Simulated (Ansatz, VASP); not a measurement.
# Ta2N: VASP beside Ansatz

```xyz
3
Lattice="3.0586 0.0000 0.0000 -1.5293 2.6488 0.0000 0.0000 0.0000 5.1812" Properties=species:S:1:pos:R:3 pbc="T T T"
Ta    1.5293    0.8829    3.8688
Ta    0.0000    1.7659    1.3125
N     0.0000    0.0000    0.0000
```

Alike in both runs: task single point; functional LDA; k mesh 18 × 18 × 10; occupations gaussian, width 0.15 eV; no spin polarisation.

|  | VASP | Ansatz |
| --- | --- | --- |
| version | VASP 6.6.1 | Ansatz 0.2.0 |
| potentials or method | VASP PAW LDA potentials, release 64 (Ta_pv, N), cutoff 520 eV | scalar-relativistic, plane waves, PAW |
| valence electrons in the cell | 27 | 31 |

Ansatz gave:

```
gap on the k mesh at the Fermi level (eV)                     : none
pressure (GPa)                                                : -20.1
traceless stress, the component that is largest in VASP (GPa) : -9.11
rms of the force components (eV/Å)                            : 0.004
```

**Question.** Which values does VASP return?

**Answer.** gap on the k mesh at the Fermi level (eV): none; pressure (GPa): -19.0; traceless stress, the component that is largest in VASP (GPa): -9.22; rms of the force components (eV/Å): 0.017.

Ansatz warns that its potentials were made for another functional, while VASP's fit it. LDA's correlation is that of Perdew and Zunger in VASP and of Perdew and Wang (1992) in Ansatz. Atom by atom the forces differ by 0.020 eV/Å (rms over components). A gap of «none» marks a metal or a gap that the smearing closes. VASP's potentials hold 27 valence electrons a cell and Ansatz's 31, so a difference there can come from the potentials and not from the codes.

Spin-orbit coupling is off throughout.
